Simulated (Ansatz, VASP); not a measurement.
# One calculation of TlPdCl3, two programs

```xyz
5
Lattice="5.3286 0.0000 0.0000 0.0000 5.3286 0.0000 0.0000 0.0000 5.3286" Properties=species:S:1:pos:R:3 pbc="T T T"
Tl    2.6643    2.6643    2.6643
Pd    0.0000    0.0000    0.0000
Cl    0.0000    2.6643    2.6643
Cl    2.6643    0.0000    2.6643
Cl    2.6643    2.6643    0.0000
```

Alike in both runs: functional PBE; k mesh 4 × 4 × 4; occupations gaussian, width 0.1 eV; no spin polarisation.

Ansatz relaxed the structure, and its values are those at the end. VASP's run is a single point on that final structure, the one shown.

```csv
,VASP,Ansatz
version,VASP 6.6.1,Ansatz 0.2.0
potentials or method,"VASP PAW PBE potentials, release 64 (Tl_d, Pd, Cl), cutoff 520 eV","scalar-relativistic, plane waves, PAW"
valence electrons in the cell,44,52
```

```tsv
	VASP	Ansatz	Ansatz less VASP
gap on the k mesh at the Fermi level (eV)	none	none	-
pressure (GPa)	0.3	0.4	+0.06
```

A gap of «none» marks a metal or a gap that the smearing closes. The functional is the same, so the differences come from potentials, cutoffs and numerics. VASP's potentials hold 44 valence electrons a cell and Ansatz's 52, so a difference there can come from the potentials and not from the codes.

Spin-orbit coupling is off throughout.
